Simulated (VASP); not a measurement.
C, 6 atoms in the cell. The typed cell holds 6 atoms: a = 2.475 Å, b = 3.773 Å, c = 4.541 Å, α = 89.29°, β = 74.24°, γ = 109.19°. The cell was built from a structure type or drawn by symmetry, and may not be a known phase.

| Quantity | Value |
| --- | --- |
| Program | VASP 6.6.1 |
| Task | single point |
| Functional | PBE |
| Potentials or basis | VASP PAW PBE potentials, release 64 (C) |
| Cutoff | 520 eV |
| k mesh | 8 × 6 × 6 |
| Occupations | gaussian, width 0.1 eV |
| Spin | no spin polarisation |
| Dipole correction | no |
| Further INCAR settings | ALGO = Normal; EDIFF = 1e-06; NBANDS = 21 |

Potentials or basis: VASP PAW PBE potentials, release 64 (C).

Run with:

```bash
$ cat potpaw_PBE.64/C/POTCAR > POTCAR
$ mpirun -np 1 vasp_std > vasp.out
```

Hardware: 1 thread of Intel(R) Xeon(R) 6975P-C (Granite Rapids), with other jobs on the host.

Problem. Estimate the wall time of this run.

Solution. Wall time 48 s on 1 thread of Intel(R) Xeon(R) 6975P-C (Granite Rapids), on a shared host, peak memory 0.2 GiB. Counts: scf iterations 14, k points 148.
